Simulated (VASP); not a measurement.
# Sn (I4_1/amd) in VASP: single point with PBE

Aim: the single point of Sn with PBE.

Program: VASP 6.6.1. These are calculated values, not measurements. Logs are shortened: lines on timing, memory, paths and dates and some standing lists are left out, and cuts for length are marked.

**1. The cell of the first run**

It takes space group I4_1/amd (No. 141, tetragonal). Conventional cell: a = 5.929 Å, b = 5.929 Å, c = 3.233 Å, α = 90.00°, β = 90.00°, γ = 90.00°. Sn (site symmetry -4m2) has 10 Sn at 3.07 to 3.83 Å within 4.0 Å.

**2. Single point, PBE**

File INCAR:

```
ALGO = Normal
EDIFF = 1E-6
ENCUT = 500
GGA = PE
GGA_COMPAT = False
ISIF = 2
ISMEAR = 0
ISPIN = 2
LASPH = True
LCHARG = False
LORBIT = 11
LREAL = False
LWAVE = False
MAGMOM = 0.2 0.2
NBANDS = 25
NELM = 200
PREC = Accurate
SIGMA = 0.1
```

File KPOINTS:

```
k-points
0
Gamma
  14 14 14
```

File POSCAR:

```
Sn
1.0
   -2.9643162538      2.9643162538      1.6163469650
    2.9643162538     -2.9643162538      1.6163469650
    2.9643162538      2.9643162538     -1.6163469650
Sn
2
Direct
    0.7500000000      0.2500000000      0.5000000000
    0.0000000000      0.0000000000      0.0000000000
```

Potentials or basis: VASP PAW PBE potentials, release 64 (Sn_d).

Command:

```sh
> cat potpaw_PBE.64/Sn_d/POTCAR > POTCAR
> mpirun -np 1 vasp_std > vasp.out
```

OUTCAR:

```text
EDIFF = 1E-6
   ENCUT = 500
   GGA = PE
   ISIF = 2
   ISMEAR = 0
   ISPIN = 2
   LASPH = True
   LORBIT = 11
   LREAL = False
   NELM = 200
   PREC = Accurate

 ion  position               nearest neighbor table
   1  0.750  0.250  0.500-   2 3.07   2 3.07   2 3.07   2 3.07
   2  0.000  0.000  0.000-   1 3.07   1 3.07   1 3.07   1 3.07

  LATTYP: Found a body centered tetragonal cell.
 ALAT       =     5.9286325076
 C/A-ratio  =     0.5452680573

  Lattice vectors:

 A1 = (  -2.9643162538,   2.9643162538,   1.6163469650)
 A2 = (   2.9643162538,  -2.9643162538,   1.6163469650)
 A3 = (   2.9643162538,   2.9643162538,  -1.6163469650)

Analysis of symmetry for initial positions (statically):
=====================================================================
 Subroutine PRICEL returns:
 Original cell was already a primitive cell.

 Routine SETGRP: Setting up the symmetry group for a
 body centered tetragonal supercell.

 Subroutine GETGRP returns: Found 16 space group operations
 (whereof  8 operations were pure point group operations)
 out of a pool of 16 trial point group operations.

The static configuration has the point symmetry D_2d.
 The point group associated with its full space group is D_4h.

Analysis of symmetry for dynamics (positions and initial velocities):
=====================================================================
 Subroutine PRICEL returns:
 Original cell was already a primitive cell.

 Routine SETGRP: Setting up the symmetry group for a
 body centered tetragonal supercell.

 Subroutine GETGRP returns: Found 16 space group operations
 (whereof  8 operations were pure point group operations)
 out of a pool of 16 trial point group operations.

The dynamic configuration has the point symmetry D_2d.
 The point group associated with its full space group is D_4h.

Analysis of structural, dynamic, and magnetic symmetry:
=====================================================================
 Subroutine PRICEL returns:
 Original cell was already a primitive cell.

 Routine SETGRP: Setting up the symmetry group for a
 body centered tetragonal supercell.

 Subroutine GETGRP returns: Found 16 space group operations
 (whereof  8 operations were pure point group operations)
 out of a pool of 16 trial point group operations.

The overall configuration has the point symmetry D_2d.
 The point group associated with its full space group is D_4h.

 Subroutine INISYM returns: Found 16 space group operations
 (whereof  8 operations are pure point group operations),
 and found     1 'primitive' translations

----------------------------------------------------------------------------------------

                                     Primitive cell

  volume of cell :      56.8125

  direct lattice vectors                    reciprocal lattice vectors
    -2.964316254  2.964316254  1.616346965     0.000000000  0.168672961  0.309339524
     2.964316254 -2.964316254  1.616346965     0.168672961  0.000000000  0.309339524
     2.964316254  2.964316254 -1.616346965     0.168672961  0.168672961  0.000000000

  length of vectors
     4.492985557  4.492985557  4.492985557     0.352337209  0.352337209  0.238539589

  position of ions in fractional coordinates (direct lattice)
     0.750000000  0.250000000  0.500000000
     0.000000000  0.000000000  0.000000000

  ion indices of the primitive-cell ions
   primitive index   ion index
                 1           1
                 2           2

----------------------------------------------------------------------------------------

 KPOINTS: k-points

Automatic generation of k-mesh.
 Grid dimensions read from file:
 generate k-points for:   14   14   14

 Generating k-lattice:

  Cartesian coordinates                     Fractional coordinates (reciprocal lattice)
     0.000000000  0.012048069  0.022095680     0.071428571  0.000000000  0.000000000
     0.012048069  0.000000000  0.022095680     0.000000000  0.071428571  0.000000000
     0.012048069  0.012048069  0.000000000     0.000000000  0.000000000  0.071428571

  Length of vectors
     0.025166943  0.025166943  0.017038542

  Shift w.r.t. Gamma in fractional coordinates (k-lattice)
     0.000000000  0.000000000  0.000000000

 Subroutine IBZKPT returns following result:
 ===========================================

 Found    244 irreducible k-points:

 Following reciprocal coordinates:
            Coordinates               Weight
  0.000000  0.000000  0.000000      1.000000
  0.071429  0.000000  0.000000      8.000000
  0.142857 -0.000000  0.000000      8.000000
  0.214286 -0.000000  0.000000      8.000000
  0.285714  0.000000  0.000000      8.000000
  0.357143  0.000000  0.000000      8.000000
[... 16 lines left out ...]
  0.214286  0.142857  0.000000     16.000000
  0.285714  0.142857  0.000000     16.000000
 [... further k-points ...]
   k-points           NKPTS =    244   k-points in BZ     NKDIM =    244   number of bands    NBANDS=     25
   number of dos      NEDOS =    301   number of ions     NIONS =      2
   total plane-waves  NPLWV =  46656
   dimension x,y,z NGX =    36 NGY =   36 NGZ =   36
   dimension x,y,z NGXF=    72 NGYF=   72 NGZF=   72
   ions per type =               2
   NGX,Y,Z   is equivalent  to a cutoff of  13.32, 13.32, 13.32 a.u.
   NGXF,Y,Z  is equivalent  to a cutoff of  26.64, 26.64, 26.64 a.u.
 SYSTEM =  unknown system
   PREC   = accura    normal or accurate (medium, high low for compatibility)
   ISTART =      0    job   : 0-new  1-cont  2-samecut
   ICHARG =      2    charge: 1-file 2-atom 10-const
   ISPIN  =      2    spin polarized calculation?
   LNONCOLLINEAR =      F non collinear calculations
   LSORBIT =      F    spin-orbit coupling
   LASPH  =      T    aspherical Exc in radial PAW
   ENCUT  =  500.0 eV  36.75 Ry    6.06 a.u.   8.19  8.19  8.19*2*pi/ulx,y,z
   NELM   =    200;   NELMIN=  2; NELMDL= -5     # of ELM steps
   EDIFF  = 0.1E-05   stopping-criterion for ELM
   LREAL  =      F    real-space projection
   EDIFFG = 0.1E-04   stopping-criterion for IOM
   NSW    =      0    number of steps for IOM
   IBRION =     -1    ionic relax: 0-MD 1-quasi-New 2-CG
   NFREE  =      0    steps in history (QN), initial steepest desc. (CG)
   ISIF   =      2    stress and relaxation
   ISYM   =      2    0-nonsym 1-usesym 2-fastsym
   POTIM  = 0.5000    time-step for ionic-motion
   TEBEG  =    0.0;   TEEND  =   0.0 temperature during run
   PSTRESS=    0.0 pullay stress
   NELECT =      28.0000    total number of electrons
   NUPDOWN=      -1.0000    fix difference up-down
   EMIN   =  10.00;   EMAX   =-10.00  energy-range for DOS
   EFERMI =   0.00;   METHOD = LEGACY
   ISMEAR =     0;   SIGMA  =   0.10  broadening in eV -4-tet -1-fermi 0-gaus
   EFERMI_NEDOS =   21; number of points for ismear=-14 and -15
   IALGO  =     38    algorithm
   IMIX   =      4    mixing-type and parameters
     AMIX     =   0.40;   BMIX     =  1.00
     AMIX_MAG =   1.60;   BMIX_MAG =  1.00
  volume/ion in A,a.u.               =      28.41       191.69
  Fermi-wavevector in a.u.,A,eV,Ry     =   1.293142  2.443684 22.751891  1.672217
  Thomas-Fermi vector in A             =   2.424806
   LORBIT       =     11    0 simple, 1 ext, 2 COOP (PROOUT), +10 PAW based schemes
   GGA     = PE    functional components
   LHFCALC =     F    Hartree Fock is set to
   AEXX    =    0.0000 exact exchange contribution
   IVDW    =     0    specifies the selected vdW correction
   LEPSILON=     F    determine dielectric tensor
   LRPA    =     F    only Hartree local field effects (RPA)
 spin polarized calculation
 Gauss-broadening in eV      SIGMA  =   0.10
  energy-cutoff  :      500.00
  volume of cell :       56.81
 maximum number of plane-waves:      1476
 NGX is ok and might be reduce to    36
   NGX = 17   NGY = 17   NGZ = 17

 number of electron      27.9999990 magnetization      -0.0001693

 number of electron      27.9999990 magnetization       0.0000252

 Free energy of the ion-electron system (eV)
  ---------------------------------------------------
  ext. energy  EPLUGINS =         0.00000000
  ---------------------------------------------------
  free energy    TOTEN  =        -7.60928822 eV

  energy without entropy =       -7.60254829  energy(sigma->0) =       -7.60591825

 E-fermi :   7.4155     XC(G=0): -10.0918

 val. band max:        7.4013621276   @ k =   0.1429   0.0714   0.0714
 cond. band min:       7.4190746084   @ k =   0.3571   0.2143   0.0000
 fundamental gap:      0.0177124808
 Fermi energy:         7.4154564882

 spin component 1

 k-point     1 :       0.0000    0.0000    0.0000
  band No.  band energies     occupation
      1     -14.1748      1.00000
      2     -14.1009      1.00000
      3     -14.0620      1.00000
      4     -14.0512      1.00000
      5     -13.9244      1.00000
      6     -13.9244      1.00000
[... 17 lines left out ...]
     24      18.5585      0.00000
     25      18.6688      0.00000

 k-point     2 :       0.0714    0.0000    0.0000
  band No.  band energies     occupation
      1     -14.1720      1.00000
      2     -14.0919      1.00000
      3     -14.0588      1.00000
      4     -14.0408      1.00000
      5     -13.9307      1.00000
      6     -13.9298      1.00000
[... 17 lines left out ...]
     24      19.1768      0.00000
     25      19.4591      0.00000

 k-point     3 :       0.1429   -0.0000    0.0000
  band No.  band energies     occupation
      1     -14.1636      1.00000
      2     -14.0678      1.00000
      3     -14.0499      1.00000
      4     -14.0150      1.00000
      5     -13.9451      1.00000
      6     -13.9370      1.00000
[... 552 lines left out ...]
 k-point    23 :       0.2143    0.1429    0.0000
  band No.  band energies     occupation
      1     -14.1345      1.00000
      2     -14.0235      1.00000
      3     -14.0168      1.00000
      4     -13.9827      1.00000
      5     -13.9761      1.00000
      6     -13.9643      1.00000
[... 17 lines left out ...]
     24      22.2342      0.00000
     25      22.7726      0.00000

 k-point    24 :       0.2857    0.1429    0.0000
  band No.  band energies     occupation
      1     -14.1251      1.00000
      2     -14.0330      1.00000
      3     -14.0076      1.00000
      4     -14.0012      1.00000
      5     -13.9736      1.00000
      6     -13.9678      1.00000
[... 17 lines left out ...]
     24      21.8462      0.00000
     25      21.9572      0.00000

 [... further k-points ...]

 spin component 2

 k-point     1 :       0.0000    0.0000    0.0000
  band No.  band energies     occupation
      1     -14.1747      1.00000
      2     -14.1008      1.00000
      3     -14.0619      1.00000
      4     -14.0511      1.00000
      5     -13.9244      1.00000
      6     -13.9244      1.00000
[... 17 lines left out ...]
     24      18.5585      0.00000
     25      18.6670      0.00000

 k-point     2 :       0.0714    0.0000    0.0000
  band No.  band energies     occupation
      1     -14.1720      1.00000
      2     -14.0919      1.00000
      3     -14.0587      1.00000
      4     -14.0407      1.00000
      5     -13.9306      1.00000
      6     -13.9298      1.00000
[... 17 lines left out ...]
     24      19.1768      0.00000
     25      19.4592      0.00000

 k-point     3 :       0.1429   -0.0000    0.0000
  band No.  band energies     occupation
      1     -14.1636      1.00000
      2     -14.0678      1.00000
      3     -14.0498      1.00000
      4     -14.0149      1.00000
      5     -13.9450      1.00000
      6     -13.9370      1.00000
[... 552 lines left out ...]
 k-point    23 :       0.2143    0.1429    0.0000
  band No.  band energies     occupation
      1     -14.1345      1.00000
      2     -14.0235      1.00000
      3     -14.0167      1.00000
      4     -13.9827      1.00000
      5     -13.9760      1.00000
      6     -13.9642      1.00000
[... 17 lines left out ...]
     24      22.2342      0.00000
     25      22.7726      0.00000

 k-point    24 :       0.2857    0.1429    0.0000
  band No.  band energies     occupation
      1     -14.1251      1.00000
      2     -14.0330      1.00000
      3     -14.0076      1.00000
      4     -14.0012      1.00000
      5     -13.9736      1.00000
      6     -13.9677      1.00000
[... 17 lines left out ...]
     24      21.8462      0.00000
     25      21.9572      0.00000

 [... further k-points ...]

------------------------ aborting loop because EDIFF is reached ----------------------------------------

  FORCE on cell =-STRESS in cart. coord.  units (eV):
  Direction    XX          YY          ZZ          XY          YZ          ZX
  --------------------------------------------------------------------------------------
  -------------------------------------------------------------------------------------
  Total       -0.0225087     -0.0225087     -0.0015469      0.0000000      0.0000000      0.0000000
  in kB       -0.6347726     -0.6347726     -0.0436244      0.0000000      0.0000000      0.0000000
  external PRESSURE =      -0.4377232 kB  Pullay stress =       0.0000000 kB

 VOLUME and BASIS-vectors are now :
 -----------------------------------------------------------------------------
  energy-cutoff  :      500.00
  volume of cell :       56.81
      direct lattice vectors                 reciprocal lattice vectors
    -2.964316254  2.964316254  1.616346965     0.000000000  0.168672961  0.309339524
     2.964316254 -2.964316254  1.616346965     0.168672961  0.000000000  0.309339524
     2.964316254  2.964316254 -1.616346965     0.168672961  0.168672961  0.000000000

 POSITION                                       TOTAL-FORCE (eV/Angst)
 -----------------------------------------------------------------------------------
      0.00000      2.96432      0.80817        -0.000000      0.000000      0.000000
      0.00000      0.00000      0.00000         0.000000     -0.000000     -0.000000
 -----------------------------------------------------------------------------------
    total drift:                               -0.000000      0.000000     -0.000000

  FREE ENERGIE OF THE ION-ELECTRON SYSTEM (eV)
  ---------------------------------------------------
  free  energy   TOTEN  =        -7.6092882155 eV

  energy  without entropy=       -7.6025482936  energy(sigma->0) =       -7.60591825

 total charge

# of ion       s       p       d       tot
------------------------------------------
    1        1.241   0.979   9.969  12.189
    2        1.241   0.979   9.969  12.189
--------------------------------------------------
tot          2.482   1.958  19.938  24.378

 magnetization (x)

# of ion       s       p       d       tot
------------------------------------------
    1        0.000   0.000   0.000   0.000
    2        0.000   0.000   0.000   0.000
--------------------------------------------------
tot          0.000   0.000   0.000   0.000
```

Run time: 27 min. Hardware: 1 thread of Oxide Virtual Turin-like, shared host; peak memory 0.52 GiB.

Results:

| Quantity | Value |
| --- | --- |
| Free energy | -7.6093 eV |
| Pressure | 0.0 GPa |
| Band gap on the k mesh | zero (filled and empty bands overlap) |
| Valence electrons inside the program's atomic spheres | Sn 12.19 |

Caveat: spin-orbit coupling is left out, which moves the levels of the heavy elements.
